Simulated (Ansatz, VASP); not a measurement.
AgRh in VASP and in Ansatz

Contents of INCAR:

```
SYSTEM = AgRh
  PREC = Accurate
  ENCUT = 600
  EDIFF = 1E-6
  ISMEAR = -1
  SIGMA = 0.05
  LREAL = .FALSE.
  LASPH = .TRUE.
  NELM = 100
  ALGO = Fast
  ISIF = 3
  LWAVE = .FALSE.
  LCHARG = .FALSE.
  GGA = PS
  IBRION = 2
  NSW = 60
  EDIFFG = -0.01
```

File KPOINTS:

```
Automatic mesh
0
G
  11 11 6
  0 0 0
```

Contents of POSCAR:

```
AgRh
1.0
    2.7775881998      0.0000000000      0.0000000000
   -1.3887940999      2.4054619423      0.0000000000
    0.0000000000      0.0000000000      4.8086020000
Ag Rh
1 1
Direct
    0.0000000000      0.0000000000      0.5000000000
    0.6666666667      0.3333333333      0.0000000000
```

Contents of input.yaml:

```yaml
crystal:
  lattice:
    - [2.7775881998, 0.0, 0.0]
    - [-1.3887940999, 2.4054619423, 0.0]
    - [0.0, 0.0, 4.808602]
  atoms:
    - { symbol: Ag, position: [0.0, 0.0, 0.5] }
    - { symbol: Rh, position: [0.6666666667, 0.3333333333, 0.0] }
hamiltonian:
  xc: pbesol
  pseudopotentials: { kind: paw }
kpoints:
  mp_grid: { grid: [11, 11, 6] }
scf:
  occupations: { method: fermi_dirac, width: 0.05 }
output:
  forces: true
  stress: true
  eigenvalues: true
relax:
  f_tol: 0.01
  max_steps: 40
  cell: { stress_tol: 0.05 }
```

Alike in both runs: task relaxation of cell and atoms; functional PBEsol; k mesh 11 × 11 × 6; occupations fermi-dirac, width 0.05 eV; no spin polarisation.

```csv
,VASP,Ansatz
version,VASP 6.6.1,Ansatz 0.2.0
potentials or method,"VASP PAW PBE potentials, release 64 (Ag, Rh_pv)",Ansatz PAW
plane-wave cutoff (eV),600,420
valence electrons in the cell,26,36
```

```tsv
	VASP	Ansatz	Ansatz less VASP
gap on the k mesh at the Fermi level, each at its own relaxed structure (eV)	none	none	-
relaxed volume (Å³/atom)	15.00	15.01	+0.018
relaxed length of the cell vector where the two differ most in proportion (Å)	2.724	2.725	+0.0012
```

VASP's potentials were made for PBE, not for PBEsol. A gap of «none» marks a metal or a gap that the smearing closes. VASP's potentials hold 26 valence electrons a cell and Ansatz's 36, so a difference there can come from the potentials and not from the codes.

Noted on Ansatz's run: the plane-wave basis is chosen anew once the cell has moved, so the energies of steps on either side of that aren't comparable.
